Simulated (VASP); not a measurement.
The system is Cl.

```
CELL_PARAMETERS angstrom
1.77500 1.77500 1.77500
-1.77500 1.77500 1.77500
-1.77500 -1.77500 1.77500
ATOMIC_POSITIONS crystal
Cl 0.00000 0.00000 0.00000
```

```yaml
Program: VASP 6.6.1
Task: relaxation of cell and atoms
Functional: PBE
Potentials_or_basis: VASP PAW PBE potentials, release 64 (Cl)
Cutoff: 600 eV
k_mesh: 10 × 10 × 10
Occupations: fermi-dirac, width 0.02 eV
Spin: no spin polarisation
```

At the start: pressure -1.2 GPa; volume 22.37 Å³/atom.

Where does the relaxation end?

Over 3 steps the energy falls by 3.8 meV/atom and the volume is 21.49 Å³/atom (-4.0 %); space group Im-3m (No. 229, to 0.05 Å).

Step by step:
```csv
step,energy change (eV),largest force (eV/Å),pressure (GPa),volume (Å³)
1,0.0000,0.0000,-1.22,22.37
2,-0.0031,0.0000,-0.55,21.82
3,-0.0038,0.0000,-0.08,21.49
```

Final structure:
```
Cl
1.0
     1.75131    1.75131    1.75131
    -1.75131    1.75131    1.75131
    -1.75131   -1.75131    1.75131
Cl
1
Direct
  0.00000 0.00000 0.00000
```

Caveat: an odd number of electrons without spin polarisation forces a metal; a magnetic or distorted state may lie lower.
